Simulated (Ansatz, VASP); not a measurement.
## One calculation of GaSb, two programs

POSCAR

```
GaSb
1.0
    3.5591680493      0.0000000000      0.0000000000
    0.0000000000      3.5591680493      0.0000000000
    0.0000000000      0.0000000000      3.5591680493
Ga Sb
1 1
Direct
    0.0000000000      0.0000000000      0.0000000000
    0.5000000000      0.5000000000      0.5000000000
```

Contents of INCAR.step1:

```
PREC = Accurate
ENCUT = 520
ISMEAR = -1
SIGMA = 0.03
LREAL = F
LASPH = T
NELM = 80
NBANDS = 16
GGA = PE
ALGO = Normal
EDIFF = 1E-4
LWAVE = T
LCHARG = F
```

File INCAR.step2:

```
PREC = Accurate
ENCUT = 520
EDIFF = 1E-6
ISMEAR = -1
SIGMA = 0.03
LREAL = F
LASPH = T
NELM = 80
ALGO = Normal
ISIF = 2
LWAVE = F
LCHARG = F
METAGGA = R2SCAN
LMIXTAU = T
LUSE_VDW = T
IVDW_NL = 2
BPARAM = 11.95
CPARAM = 0.0093
NBANDS = 16
ISTART = 1
```

File KPOINTS:

```
regular mesh
0
Gamma
  8 8 8
```

Input for Ansatz:

```yaml
crystal:
  lattice:
    - [3.5591680493, 0.0, 0.0]
    - [0.0, 3.5591680493, 0.0]
    - [0.0, 0.0, 3.5591680493]
  atoms:
    - { symbol: Ga, position: [0.0, 0.0, 0.0] }
    - { symbol: Sb, position: [0.5, 0.5, 0.5] }
kpoints:
  mp_grid: { grid: [8, 8, 8] }
  band_path:
    path: [[0.0, 0.0, 0.0], [0.0, 0.5, 0.0], [0.5, 0.5, 0.0], [0.5, 0.5, 0.5]]
    npoints: 1
hamiltonian:
  xc: r2scan
  dispersion: rvv10
scf:
  occupations: { method: fermi_dirac, width: 0.03 }
  n_extra_bands: 4
output:
  forces: true
  stress: true
  eigenvalues: true
```

Alike in both runs: task single point; functional r2SCAN; dispersion rVV10; k mesh 8 × 8 × 8; occupations fermi-dirac, width 0.03 eV; no spin polarisation.

```csv
,VASP,Ansatz
version,VASP 6.6.1,Ansatz 0.2.0
potentials or method,"VASP PAW PBE potentials, release 64 (Ga_d, Sb)","plane waves, PAW"
plane-wave cutoff (eV),520,500
valence electrons in the cell,18,28
```

Ansatz gave:

* pressure (GPa): 0.4

**Question.** What did VASP give for the same quantities?

**Answer.** Pressure (GPa): 0.6.

VASP's potentials were made for PBE, not for r2SCAN. VASP's potentials hold 18 valence electrons a cell and Ansatz's 28, so a difference there can come from the potentials and not from the codes.

Spin-orbit coupling is off throughout.
